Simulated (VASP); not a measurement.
# Mg (P6/mmm) in VASP: single point with PBEsol

Aim: the single point of Mg with PBEsol.

All numbers are computed with VASP 6.6.1; they aren't measurements. Logs are shortened: lines on timing, memory, paths and dates and some standing lists are left out, and cuts for length are marked.

## (1) The cell of the first run

Symmetry: P6/mmm, No. 191, hexagonal system. Conventional cell: a = 4.827 Å, b = 4.827 Å, c = 4.511 Å, α = 90.00°, β = 90.00°, γ = 120.00°.

## (2) Single point, PBEsol

Input file INCAR:

```
  PREC = Accurate
  ENCUT = 520
  EDIFF = 1E-7
  ISMEAR = -1
  SIGMA = 0.05
  LREAL = False
  LASPH = True
  NELM = 60
  ALGO = Normal
  ISIF = 2
  LWAVE = False
  LCHARG = False
  GGA = PS
  NBANDS = 7
```

Input file KPOINTS:

```
regular mesh
0
Gamma
  6 6 5
```

Input file POSCAR:

```
Mg
1.0
    4.8267200000      0.0000000000      0.0000000000
   -2.4133600000      4.1800600000      0.0000000000
    0.0000000000      0.0000000000      4.5107000000
Mg
1
Direct
    0.0000000000      0.0000000000      0.5000000000
```

Potentials or basis: VASP PAW PBE potentials, release 64 (Mg).

On the command line:

```console
$ cat potpaw_PBE.64/Mg/POTCAR > POTCAR
$ mpirun -np 1 vasp_std > vasp.out
```

OUTCAR:

```text
PREC = Accurate
   ENCUT = 520
   EDIFF = 1E-7
   ISMEAR = -1
   LREAL = False
   LASPH = True
   NELM = 60
   ISIF = 2
   GGA = PS

 ion  position               nearest neighbor table
   1  0.000  0.000  0.500-

  LATTYP: Found a hexagonal cell.
 ALAT       =     4.8267200000
 C/A-ratio  =     0.9345269666

  Lattice vectors:

 A1 = (   4.8267200000,   0.0000000000,   0.0000000000)
 A2 = (  -2.4133600000,   4.1800600000,   0.0000000000)
 A3 = (   0.0000000000,   0.0000000000,   4.5107000000)

Analysis of symmetry for initial positions (statically):
=====================================================================
 Subroutine PRICEL returns:
 Original cell was already a primitive cell.

 Routine SETGRP: Setting up the symmetry group for a
 hexagonal supercell.

 Subroutine GETGRP returns: Found 24 space group operations
 (whereof 24 operations were pure point group operations)
 out of a pool of 24 trial point group operations.

The static configuration has the point symmetry D_6h.

Analysis of symmetry for dynamics (positions and initial velocities):
=====================================================================
 Subroutine PRICEL returns:
 Original cell was already a primitive cell.

 Routine SETGRP: Setting up the symmetry group for a
 hexagonal supercell.

 Subroutine GETGRP returns: Found 24 space group operations
 (whereof 24 operations were pure point group operations)
 out of a pool of 24 trial point group operations.

The dynamic configuration has the point symmetry D_6h.

 Subroutine INISYM returns: Found 24 space group operations
 (whereof 24 operations are pure point group operations),
 and found     1 'primitive' translations

----------------------------------------------------------------------------------------

                                     Primitive cell

  volume of cell :      91.0078

  direct lattice vectors                    reciprocal lattice vectors
     4.826720000  0.000000000  0.000000000     0.207180031  0.119615508  0.000000000
    -2.413360000  4.180060000  0.000000000     0.000000000  0.239231016  0.000000000
     0.000000000  0.000000000  4.510700000     0.000000000  0.000000000  0.221695081

  length of vectors
     4.826720000  4.826718149  4.510700000     0.239230924  0.239231016  0.221695081

  position of ions in fractional coordinates (direct lattice)
     0.000000000  0.000000000  0.500000000

  ion indices of the primitive-cell ions
   primitive index   ion index
                 1           1

----------------------------------------------------------------------------------------

 KPOINTS: regular mesh

Automatic generation of k-mesh.
 Grid dimensions read from file:
 generate k-points for:    6    6    5

 Generating k-lattice:

  Cartesian coordinates                     Fractional coordinates (reciprocal lattice)
     0.034530005  0.019935918  0.000000000     0.166666667 -0.000000000  0.000000000
     0.000000000  0.039871836  0.000000000     0.000000000  0.166666667  0.000000000
     0.000000000  0.000000000  0.044339016     0.000000000  0.000000000  0.200000000

  Length of vectors
     0.039871821  0.039871836  0.044339016

  Shift w.r.t. Gamma in fractional coordinates (k-lattice)
     0.000000000  0.000000000  0.000000000

 Subroutine IBZKPT returns following result:
 ===========================================

 Found     21 irreducible k-points:

 Following reciprocal coordinates:
            Coordinates               Weight
  0.000000  0.000000  0.000000      1.000000
  0.166667 -0.000000  0.000000      6.000000
  0.333333  0.000000  0.000000      6.000000
  0.500000 -0.000000  0.000000      3.000000
  0.166667  0.166667  0.000000      6.000000
  0.333333  0.166667  0.000000     12.000000
[... 13 lines left out ...]
  0.333333  0.166667  0.400000     24.000000
  0.333333  0.333333  0.400000      4.000000
   k-points           NKPTS =     21   k-points in BZ     NKDIM =     21   number of bands    NBANDS=      7
   number of dos      NEDOS =    301   number of ions     NIONS =      1
   total plane-waves  NPLWV =  46656
   dimension x,y,z NGX =    36 NGY =   36 NGZ =   36
   dimension x,y,z NGXF=    72 NGYF=   72 NGZF=   72
   ions per type =               1
   NGX,Y,Z   is equivalent  to a cutoff of  12.40, 12.40, 13.27 a.u.
   NGXF,Y,Z  is equivalent  to a cutoff of  24.80, 24.80, 26.54 a.u.
 SYSTEM =  unknown system
   PREC   = accura    normal or accurate (medium, high low for compatibility)
   ISTART =      0    job   : 0-new  1-cont  2-samecut
   ICHARG =      2    charge: 1-file 2-atom 10-const
   ISPIN  =      1    spin polarized calculation?
   LNONCOLLINEAR =      F non collinear calculations
   LSORBIT =      F    spin-orbit coupling
   LASPH  =      T    aspherical Exc in radial PAW
   ENCUT  =  520.0 eV  38.22 Ry    6.18 a.u.   8.97  8.97  8.39*2*pi/ulx,y,z
   NELM   =     60;   NELMIN=  2; NELMDL= -5     # of ELM steps
   EDIFF  = 0.1E-06   stopping-criterion for ELM
   LREAL  =      F    real-space projection
   EDIFFG = 0.1E-05   stopping-criterion for IOM
   NSW    =      0    number of steps for IOM
   IBRION =     -1    ionic relax: 0-MD 1-quasi-New 2-CG
   NFREE  =      0    steps in history (QN), initial steepest desc. (CG)
   ISIF   =      2    stress and relaxation
   ISYM   =      2    0-nonsym 1-usesym 2-fastsym
   POTIM  = 0.5000    time-step for ionic-motion
   TEBEG  =    0.0;   TEEND  =   0.0 temperature during run
   PSTRESS=    0.0 pullay stress
   NELECT =       2.0000    total number of electrons
   NUPDOWN=      -1.0000    fix difference up-down
   EMIN   =  10.00;   EMAX   =-10.00  energy-range for DOS
   EFERMI =   0.00;   METHOD = LEGACY
   ISMEAR =    -1;   SIGMA  =   0.05  broadening in eV -4-tet -1-fermi 0-gaus
   EFERMI_NEDOS =   21; number of points for ismear=-14 and -15
   IALGO  =     38    algorithm
   IMIX   =      4    mixing-type and parameters
     AMIX     =   0.40;   BMIX     =  1.00
     AMIX_MAG =   1.60;   BMIX_MAG =  1.00
  volume/ion in A,a.u.               =      91.01       614.15
  Fermi-wavevector in a.u.,A,eV,Ry     =   0.458556  0.866544  2.860941  0.210273
  Thomas-Fermi vector in A             =   1.443942
   LORBIT       =      0    0 simple, 1 ext, 2 COOP (PROOUT), +10 PAW based schemes
   GGA     = PS    functional components
   LHFCALC =     F    Hartree Fock is set to
   AEXX    =    0.0000 exact exchange contribution
   IVDW    =     0    specifies the selected vdW correction
   LEPSILON=     F    determine dielectric tensor
   LRPA    =     F    only Hartree local field effects (RPA)
 non-spin polarized calculation
  energy-cutoff  :      520.00
  volume of cell :       91.01
 maximum number of plane-waves:      2475
 NGX is ok and might be reduce to    36
   NGX = 17   NGY = 17   NGZ = 17

 number of electron       2.0000000 magnetization

 Free energy of the ion-electron system (eV)
  ---------------------------------------------------
  ext. energy  EPLUGINS =         0.00000000
  ---------------------------------------------------
  free energy    TOTEN  =        -0.24877617 eV

  energy without entropy =       -0.24867056  energy(sigma->0) =       -0.24872336

 E-fermi :  -1.6697     XC(G=0):  -4.8240

 val. band max:       -1.9516682131   @ k =   0.3333   0.3333   0.4000
 cond. band min:      -1.4013822640   @ k =   0.5000  -0.0000   0.0000
 fundamental gap:      0.5502859491
 Fermi energy:        -1.6696662801

 k-point     1 :       0.0000    0.0000    0.0000
  band No.  band energies     occupation
      1      -4.4491      2.00000
      2       2.4735      0.00000
      3       2.8182      0.00000
      4       2.8182      0.00000
      5       3.6132      0.00000
      6       4.3307      0.00000
      7       5.0126      0.00000

 k-point     2 :       0.1667   -0.0000    0.0000
  band No.  band energies     occupation
      1      -4.2380      2.00000
      2       1.3242      0.00000
      3       2.3830      0.00000
      4       2.6501      0.00000
      5       3.8119      0.00000
      6       4.0425      0.00000
      7       5.7855      0.00000

 k-point     3 :       0.3333    0.0000    0.0000
  band No.  band energies     occupation
      1      -3.6478      2.00000
      2      -0.4468      0.00000
      3       1.8547      0.00000
      4       3.1134      0.00000
      5       3.1431      0.00000
      6       4.5710      0.00000
      7       6.6616      0.00000

 k-point     4 :       0.5000   -0.0000    0.0000
  band No.  band energies     occupation
      1      -3.1078      2.00000
      2      -1.4014      0.00931
      3       1.6601      0.00000
      4       2.8866      0.00000
      5       3.4633      0.00000
      6       5.2295      0.00000
      7       5.9348      0.00000

 k-point     5 :       0.1667    0.1667    0.0000
  band No.  band energies     occupation
      1      -3.8334      2.00000
      2       0.2415      0.00000
      3       1.1828      0.00000
      4       2.9745      0.00000
      5       4.3326      0.00000
      6       4.7299      0.00000
      7       5.3942      0.00000

 k-point     6 :       0.3333    0.1667    0.0000
  band No.  band energies     occupation
      1      -3.1725      2.00000
      2      -0.9748      0.00000
      3       0.4790      0.00000
      4       3.4369      0.00000
      5       4.5249      0.00000
      6       5.1290      0.00000
      7       6.2685      0.00000

 k-point     7 :       0.3333    0.3333    0.0000
  band No.  band energies     occupation
      1      -2.8423      2.00000
      2      -0.7310      0.00000
      3      -0.7310      0.00000
      4       3.6284      0.00000
      5       5.4855      0.00000
      6       6.4222      0.00000
      7       6.4222      0.00000

 k-point     8 :       0.0000    0.0000    0.2000
  band No.  band energies     occupation
      1      -4.1962      2.00000
      2       0.5295      0.00000
      3       3.0157      0.00000
      4       3.0157      0.00000
      5       4.4990      0.00000
      6       5.2505      0.00000
      7       5.2505      0.00000

 k-point     9 :       0.1667   -0.0000    0.2000
  band No.  band energies     occupation
      1      -3.9852      2.00000
      2       0.7282      0.00000
      3       1.5632      0.00000
      4       2.5899      0.00000
      5       4.1923      0.00000
      6       5.7393      0.00000
      7       6.1018      0.00000

 k-point    10 :       0.3333    0.0000    0.2000
  band No.  band energies     occupation
      1      -3.3950      2.00000
      2      -0.2040      0.00000
      3       1.2822      0.00000
      4       2.0680      0.00000
      5       3.4172      0.00000
      6       4.4958      0.00000
      7       6.8829      0.00000

 k-point    11 :       0.5000   -0.0000    0.2000
  band No.  band energies     occupation
      1      -2.8545      2.00000
      2      -1.1568      0.00007
      3       1.7548      0.00000
      4       1.8751      0.00000
      5       3.1640      0.00000
      6       3.6432      0.00000
      7       6.8169      0.00000

 k-point    12 :       0.1667    0.1667    0.2000
  band No.  band energies     occupation
      1      -3.5807      2.00000
      2       0.4803      0.00000
      3       1.1148      0.00000
      4       1.4134      0.00000
      5       4.9400      0.00000
      6       5.0171      0.00000
      7       5.7238      0.00000

 k-point    13 :       0.3333    0.1667    0.2000
  band No.  band energies     occupation
      1      -2.9194      2.00000
      2      -0.7308      0.00000
      3       0.7153      0.00000
      4       1.7075      0.00000
      5       4.0281      0.00000
      6       4.7533      0.00000
      7       5.6029      0.00000

 k-point    14 :       0.3333    0.3333    0.2000
  band No.  band energies     occupation
      1      -2.5886      2.00000
      2      -0.4887      0.00000
      3      -0.4887      0.00000
      4       1.9835      0.00000
      5       4.3155      0.00000
      6       4.3155      0.00000
      7       6.8642      0.00000

 k-point    15 :       0.0000    0.0000    0.4000
  band No.  band energies     occupation
      1      -3.5657      2.00000
      2      -1.2010      0.00017
      3       3.4508      0.00000
      4       3.4508      0.00000
      5       5.3401      0.00000
      6       5.8156      0.00000
      7       5.8156      0.00000

 k-point    16 :       0.1667   -0.0000    0.4000
  band No.  band energies     occupation
      1      -3.3546      2.00000
      2      -0.9964      0.00000
      3       2.1242      0.00000
      4       3.0542      0.00000
      5       4.5379      0.00000
      6       4.8890      0.00000
      7       6.0302      0.00000

 k-point    17 :       0.3333    0.0000    0.4000
  band No.  band energies     occupation
      1      -2.7638      2.00000
      2      -0.4293      0.00000
      3       0.3947      0.00000
      4       2.5533      0.00000
      5       2.8177      0.00000
      6       4.1098      0.00000
      7       5.4541      0.00000

 k-point    18 :       0.5000   -0.0000    0.4000
  band No.  band energies     occupation
      1      -2.2199      1.99997
      2      -0.5554      0.00000
      3       0.0730      0.00000
      4       1.9055      0.00000
      5       2.3662      0.00000
      6       3.8536      0.00000
      7       5.2445      0.00000

 k-point    19 :       0.1667    0.1667    0.4000
  band No.  band energies     occupation
      1      -2.9498      2.00000
      2      -0.6064      0.00000
      3       1.0754      0.00000
      4       1.9591      0.00000
      5       3.4683      0.00000
      6       4.6009      0.00000
      7       5.5502      0.00000

 k-point    20 :       0.3333    0.1667    0.4000
  band No.  band energies     occupation
      1      -2.2861      1.99999
      2      -0.1326      0.00000
      3       0.0184      0.00000
      4       1.2854      0.00000
      5       2.3164      0.00000
      6       3.8343      0.00000
      7       5.4233      0.00000

 k-point    21 :       0.3333    0.3333    0.4000
  band No.  band energies     occupation
      1      -1.9517      1.99292
      2       0.1032      0.00000
      3       0.1032      0.00000
      4       0.3135      0.00000
      5       2.5982      0.00000
      6       2.5982      0.00000
      7       7.3556      0.00000

------------------------ aborting loop because EDIFF is reached ----------------------------------------

  FORCE on cell =-STRESS in cart. coord.  units (eV):
  Direction    XX          YY          ZZ          XY          YZ          ZX
  --------------------------------------------------------------------------------------
  -------------------------------------------------------------------------------------
  Total       -0.5655692     -0.5655686     -0.5482282      0.0000000      0.0000000      0.0000000
  in kB       -9.9567530     -9.9567429     -9.6514675      0.0000000      0.0000000      0.0000000
  external PRESSURE =      -9.8549878 kB  Pullay stress =       0.0000000 kB

 VOLUME and BASIS-vectors are now :
 -----------------------------------------------------------------------------
  energy-cutoff  :      520.00
  volume of cell :       91.01
      direct lattice vectors                 reciprocal lattice vectors
     4.826720000  0.000000000  0.000000000     0.207180031  0.119615508  0.000000000
    -2.413360000  4.180060000  0.000000000     0.000000000  0.239231016  0.000000000
     0.000000000  0.000000000  4.510700000     0.000000000  0.000000000  0.221695081

 POSITION                                       TOTAL-FORCE (eV/Angst)
 -----------------------------------------------------------------------------------
      0.00000      0.00000      2.25535        -0.000000      0.000000      0.000000
 -----------------------------------------------------------------------------------
    total drift:                               -0.000000     -0.000000     -0.000000

  FREE ENERGIE OF THE ION-ELECTRON SYSTEM (eV)
  ---------------------------------------------------
  free  energy   TOTEN  =        -0.2487761691 eV

  energy  without entropy=       -0.2486705597  energy(sigma->0) =       -0.24872336
```

Wall time 15 s (1 thread of AMD EPYC 7R13 (Zen 3), shared host); peak memory 0.17 GiB.

Results:

| Property | Result |
| --- | --- |
| Free energy | -0.2488 eV |
| Pressure | -1.0 GPa |
| Band gap on the k mesh | 0.55 eV, indirect (least direct gap 1.66 eV) |

Levels at points of the mesh, in eV from the valence-band top:
| k point | band 1 | band 2 | band 3 | band 4 | band 5 |
| --- | --- | --- | --- | --- | --- |
| (0.00, 0.00, 0.00) | -2.50 | 4.43 | 4.77 | 4.77 | 5.56 |
| (0.50, 0.00, 0.00) | -1.16 | 0.55 | 3.61 | 4.84 | 5.42 |

Caveat: the PAW data sets were made with another functional, which shifts forces and pressure a little. A k mesh can miss the band edges.
